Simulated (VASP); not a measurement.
## Nb: single point with PBEsol

The system is Nb.

```
Nb
1.0
     0.00000    2.89976    2.89976
     2.89976    0.00000    2.89976
     2.89976    2.89976    0.00000
Nb
2
Direct
  0.00000 0.00000 0.00000
  0.25000 0.25000 0.25000
```

This isn't the form of Nb at room conditions, which is bcc.

| Property | Result |
| --- | --- |
| Program | VASP 6.6.1 |
| Task | single point |
| Functional | PBEsol |
| Potentials or basis | VASP PAW PBE potentials, release 64 (Nb_sv) |
| Cutoff | 500 eV |
| k mesh | 7 × 7 × 7 |
| Occupations | gaussian, width 0.1 eV |
| Spin | no spin polarisation |
| Dipole correction | no |
| Further INCAR settings | ALGO = Normal; EDIFF = 1e-06; NBANDS = 20 |

```json
{
  "Pressure": "0.0 GPa",
  "Band gap on the k mesh": "zero (bands 13 and 14 overlap by 1.15 eV)"
}
```

Levels at points of the mesh, in eV from the Fermi level:
```tsv
k point	band 10	band 11	band 12	band 13	band 14	band 15	band 16	band 17
(0.00, 0.00, 0.00)	-1.55	-1.55	-0.49	-0.49	-0.49	2.08	2.08	2.08
```

It took 25 s on 1 thread of AMD EPYC 7R43 64-Core Processor (Zen 3), on a shared host, peak memory 0.13 GiB.

Caveat: the PAW data sets were made with another functional, which shifts forces and pressure a little.
